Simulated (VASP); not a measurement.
# Ru (Im-3m) in VASP: notebook, part 2 of 2

VASP 6.6.1. Earlier steps stand in the parts before.

**5. Single point, RPBE (volume scaled by 1.08)**

INCAR

```
PREC = Accurate ; ENCUT = 520
EDIFF = 1E-7 ; ISMEAR = -1
SIGMA = 0.1 ; LREAL = F
LASPH = T ; NELM = 80
ALGO = Normal ; ISIF = 2
LWAVE = F ; LCHARG = T
GGA = RP ; LELF = T
LVHAR = T ; NBANDS = 13
```

KPOINTS

```
Automatic mesh
0
Gamma
  16 16 16
```

POSCAR

```
Ru
1.0
   -1.5752229284      1.5752229284      1.5752229284
    1.5752229284     -1.5752229284      1.5752229284
    1.5752229284      1.5752229284     -1.5752229284
Ru
1
Direct
    0.0000000000      0.0000000000      0.0000000000
```

Potentials or basis: VASP PAW PBE potentials, release 64 (Ru_pv).

Started as:

```sh
$ cat potpaw_PBE.64/Ru_pv/POTCAR > POTCAR
$ mpirun -np 1 vasp_std > vasp.out
```

OUTCAR:

```text
PREC = Accurate
   ENCUT = 520
   EDIFF = 1E-7
   ISMEAR = -1
   LREAL = F
   LASPH = T
   NELM = 80
   ISIF = 2
   GGA = RP

 ion  position               nearest neighbor table
   1  0.000  0.000  0.000-

  LATTYP: Found a body centered cubic cell.
 ALAT       =     3.1504458568

  Lattice vectors:

 A1 = (  -1.5752229284,   1.5752229284,   1.5752229284)
 A2 = (   1.5752229284,  -1.5752229284,   1.5752229284)
 A3 = (   1.5752229284,   1.5752229284,  -1.5752229284)

Analysis of symmetry for initial positions (statically):
=====================================================================
 Subroutine PRICEL returns:
 Original cell was already a primitive cell.

 Routine SETGRP: Setting up the symmetry group for a
 body centered cubic supercell.

 Subroutine GETGRP returns: Found 48 space group operations
 (whereof 48 operations were pure point group operations)
 out of a pool of 48 trial point group operations.

The static configuration has the point symmetry O_h .

Analysis of symmetry for dynamics (positions and initial velocities):
[... 168 lines left out ...]
      4       3.3980      2.00000
      5       8.2745      2.00000
      6       8.2745      2.00000
      7       8.2745      2.00000
      8      10.5884      1.30635
      9      10.5884      1.30635
     10      21.4809      0.00000
     11      27.6505      0.00000
     12      27.6505      0.00000
     13      27.6505      0.00000
[... 354 lines left out ...]
  band No.  band energies     occupation
      1     -32.3859      2.00000
      2     -32.0792      2.00000
      3     -31.9163      2.00000
      4       6.2426      2.00000
      5       7.2348      2.00000
      6       8.1595      2.00000
      7      10.1822      1.98188
      8      11.0529      0.03557
      9      13.1419      0.00000
     10      21.4808      0.00000
     11      22.9289      0.00000
     12      24.3398      0.00000
     13      27.9880      0.00000

 [... further k-points ...]

------------------------ aborting loop because EDIFF is reached ----------------------------------------

  FORCE on cell =-STRESS in cart. coord.  units (eV):
  Direction    XX          YY          ZZ          XY          YZ          ZX
  --------------------------------------------------------------------------------------
  -------------------------------------------------------------------------------------
  Total       -1.6190483     -1.6190483     -1.6190483     -0.0000000     -0.0000000     -0.0000000
  in kB     -165.9144896   -165.9144896   -165.9144896     -0.0000000     -0.0000000     -0.0000000
  external PRESSURE =    -165.9144896 kB  Pullay stress =       0.0000000 kB

 VOLUME and BASIS-vectors are now :
 -----------------------------------------------------------------------------
  energy-cutoff  :      520.00
  volume of cell :       15.63
      direct lattice vectors                 reciprocal lattice vectors
    -1.575222928  1.575222928  1.575222928     0.000000000  0.317415390  0.317415390
     1.575222928 -1.575222928  1.575222928     0.317415390  0.000000000  0.317415390
     1.575222928  1.575222928 -1.575222928     0.317415390  0.317415390  0.000000000

 POSITION                                       TOTAL-FORCE (eV/Angst)
 -----------------------------------------------------------------------------------
      0.00000      0.00000      0.00000        -0.000000     -0.000000     -0.000000
 -----------------------------------------------------------------------------------
    total drift:                                0.000000     -0.000000      0.000000

  FREE ENERGIE OF THE ION-ELECTRON SYSTEM (eV)
  ---------------------------------------------------
  free  energy   TOTEN  =        -7.9464393664 eV

  energy  without entropy=       -7.8672981380  energy(sigma->0) =       -7.90686875
```

stdout:

```text
POSCAR found type information on POSCAR Ru
 POSCAR found :  1 types and       1 ions
 scaLAPACK will be used
 -----------------------------------------------------------------------------
|                                                                             |
|                                                                             |
|     You enforced a specific xc type in the INCAR file but a different       |
|     I HOPE YOU KNOW WHAT YOU ARE DOING!                                     |
|                                                                             |
 -----------------------------------------------------------------------------

 LDA part: xc-table for (Slater+PW92), standard interpolation
 POSCAR, INCAR and KPOINTS ok, starting setup
 FFT: planning ... GRIDC
 FFT: planning ... GRID_SOFT
 FFT: planning ... GRID
 WAVECAR not read
 entering main loop
```

Run time: 36 s. Hardware: 1 thread of Intel Xeon Platinum 8175M at 2.50GHz (Skylake/Cascade Lake), shared host; peak memory 0.14 GiB.

What came out:

* Free energy: -7.9464 eV
* Pressure: -16.6 GPa
* Band gap on the k mesh: zero (band 7 reaches 12.15 eV, above the bottom of band 8 at 9.29 eV)

Levels at points of the mesh, in eV from the Fermi level:
| k point | band 5 | band 6 | band 7 | band 8 | band 9 | band 10 |
| --- | --- | --- | --- | --- | --- | --- |
| (0.00, 0.00, 0.00) | -2.38 | -2.38 | -2.38 | -0.06 | -0.06 | 10.83 |
| (0.50, 0.00, 0.00) | -3.85 | -0.11 | 0.29 | 1.15 | 2.00 | 8.92 |
| (0.50, 0.50, 0.50) | -5.27 | 1.50 | 1.50 | 1.50 | 8.74 | 8.74 |

Caveat: the PAW data sets were made with another functional, which shifts forces and pressure a little.

**6. The runs side by side**

```tsv
cell	gap on the mesh (eV)	pressure (GPa)
a = 2.623 Å, angles 109.5°, 1 atom	none	11.9
a = 2.659 Å, angles 109.5°, 1 atom	none	0.0
a = 2.694 Å, angles 109.5°, 1 atom	none	-9.3
a = 2.728 Å, angles 109.5°, 1 atom	none	-16.6
```

Alike in all rows: task single point; level RPBE; potentials or basis VASP PAW PBE potentials, release 64 (Ru_pv); no spin polarisation; k mesh 16 × 16 × 16; cutoff (eV) 520; smearing fermi-dirac 0.1 eV.

Caveats: the PAW data sets were made with another functional, which shifts forces and pressure a little.

Total energies depend on the potentials used, so only differences within one code and one set of settings carry meaning.
